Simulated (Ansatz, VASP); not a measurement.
## Two plane-wave programs on SnO2

File INCAR:

```
SYSTEM = SnO2
PREC = Accurate ; ENCUT = 520
EDIFF = 1E-6 ; ISMEAR = -1
SIGMA = 0.05 ; LREAL = .FALSE.
LASPH = .TRUE. ; NELM = 100
ALGO = Normal ; ISIF = 2
LWAVE = .FALSE. ; LCHARG = .FALSE.
GGA = B5 ; ALDAX = 1.0
AGGAX = 1.0 ; AGGAC = 1.0
ALDAC = 0.0 ; IVDW = 12
VDW_S6 = 1.0 ; VDW_S8 = 2.6996
VDW_A1 = 0.4298 ; VDW_A2 = 4.2359
NBANDS = 35
```

File KPOINTS:

```
Automatic mesh
0
G
  6 6 8
  0 0 0
```

The input POSCAR:

```
SnO2
1.0
    4.8003492553      0.0000000000      0.0000000000
    0.0000000000      4.8003492553      0.0000000000
    0.0000000000      0.0000000000      3.2284324403
Sn O
2 4
Direct
    0.5000000000      0.5000000000      0.5000000000
    0.0000000000      0.0000000000      0.0000000000
    0.8071000000      0.1929000000      0.5000000000
    0.6929000000      0.6929000000      0.0000000000
    0.1929000000      0.8071000000      0.5000000000
    0.3071000000      0.3071000000      0.0000000000
```

input.yaml

```yaml
crystal:
  lattice:
    - [4.8003492553, 0.0, 0.0]
    - [0.0, 4.8003492553, 0.0]
    - [0.0, 0.0, 3.2284324403]
  atoms:
    - { symbol: Sn, position: [0.5, 0.5, 0.5] }
    - { symbol: Sn, position: [0.0, 0.0, 0.0] }
    - { symbol: O, position: [0.8071, 0.1929, 0.5] }
    - { symbol: O, position: [0.6929, 0.6929, 0.0] }
    - { symbol: O, position: [0.1929, 0.8071, 0.5] }
    - { symbol: O, position: [0.3071, 0.3071, 0.0] }
hamiltonian:
  xc: blyp
  pseudopotentials: { kind: paw }
  dispersion: d3bj
kpoints:
  mp_grid: { grid: [6, 6, 8] }
scf:
  occupations: { method: fermi_dirac, width: 0.05 }
output:
  forces: true
  stress: true
  eigenvalues: true
```

Alike in both runs: task single point; functional BLYP; dispersion D3(BJ); k mesh 6 × 6 × 8; occupations fermi-dirac, width 0.05 eV; no spin polarisation.

|  | VASP | Ansatz |
| --- | --- | --- |
| version | VASP 6.6.1 | Ansatz 0.2.0 |
| potentials or method | VASP PAW PBE potentials, release 64 (Sn_d, O) | Ansatz PAW |
| plane-wave cutoff (eV) | 520 | 420 |
| valence electrons in the cell | 52 | 52 |

VASP gave:

* gap on the k mesh at the Fermi level (eV): 0.90
* least direct gap on the mesh (eV): 0.90
* pressure (GPa): 2.6
* traceless stress, the component that is largest in VASP (GPa): 1.56
* rms of the force components (eV/Å): 0.109

Problem. What did Ansatz give for the same quantities?

Solution. gap on the k mesh at the Fermi level (eV): 0.87; least direct gap on the mesh (eV): 0.87; pressure (GPa): 1.6; traceless stress, the component that is largest in VASP (GPa): 1.22; rms of the force components (eV/Å): 0.097.

VASP's potentials were made for PBE, not for BLYP. Atom by atom the forces differ by 0.012 eV/Å (rms over components).

Noted on Ansatz's run: Pulay correction over one GPa.
